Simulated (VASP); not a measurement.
Runs of VASP 6.6.1 on HgTe. The structure is that of space group F-43m (No. 216), or close to it. The cells are those of the table. 

```tsv
level	potentials or basis	cell	k mesh	cutoff (eV)	smearing	grid for exact exchange (PRECFOCK)	share of exact exchange	gap on the mesh (eV)	pressure (GPa)
PBE	VASP PAW PBE potentials, release 64 (Hg, Te)	a = 4.546 Å, angles 60.0°, 2 atoms	4 × 4 × 4	500	fermi-dirac 0.06 eV	-	-	none	5.1
r2SCAN	VASP PAW PBE potentials, release 64 (Hg, Te)	a = 4.635 Å, angles 60.0°, 2 atoms	7 × 7 × 7	520	fermi-dirac 0.05 eV	-	-	none	0.4
PBE0	VASP PAW PBE potentials, release 64 (Hg, Te)	a = 4.515 Å, angles 60.0°, 2 atoms	4 × 4 × 4	520	fermi-dirac 0.05 eV	Normal	0.25	0.74	4.2
LDA	VASP PAW LDA potentials, release 64 (Hg, Te)	a = 4.635 Å, angles 60.0°, 2 atoms	7 × 7 × 7	520	fermi-dirac 0.05 eV	-	-	none	-2.1
PBE0	VASP PAW PBE potentials, release 64 (Hg, Te)	a = 4.453 Å, angles 60.0°, 2 atoms	4 × 4 × 4	520	fermi-dirac 0.05 eV	Normal	0.25	0.87	7.0
r2SCAN	VASP PAW PBE potentials, release 64 (Hg, Te)	a = 4.485 Å, angles 60.0°, 2 atoms	7 × 7 × 7	520	fermi-dirac 0.05 eV	-	-	none	(b)
LDA	VASP PAW LDA potentials, release 64 (Hg, Te)	a = 4.546 Å, angles 60.0°, 2 atoms	7 × 7 × 7	520	fermi-dirac 0.05 eV	-	-	none	0.4
HSE06	VASP PAW PBE potentials, release 64 (Hg, Te)	a = 4.515 Å, angles 60.0°, 2 atoms	4 × 4 × 4	520	fermi-dirac 0.05 eV	Normal	0.25	none	(a)
PBE0	VASP PAW PBE potentials, release 64 (Hg, Te)	a = 4.485 Å, angles 60.0°, 2 atoms	4 × 4 × 4	520	fermi-dirac 0.05 eV	Normal	0.25	0.81	5.5
```

Alike in all rows: no spin polarisation.

Question: Estimate the missing entries.

Answer: (a) 4.5; (b) 5.8.

Caveats: some runs use coarse meshes; spin-orbit coupling is left out, which moves the levels of the heavy elements; the PAW data sets were made with another functional, which shifts forces and pressure a little (at least some runs); semilocal functionals underestimate gaps, and a narrow one can read as zero (at least some runs); the cell stands under pressure (at least some runs).

A k mesh can miss the band edges, and the runs leave out spin-orbit coupling on Hg, Te.

A gap of «none» marks levels without a gap at the run's occupations.
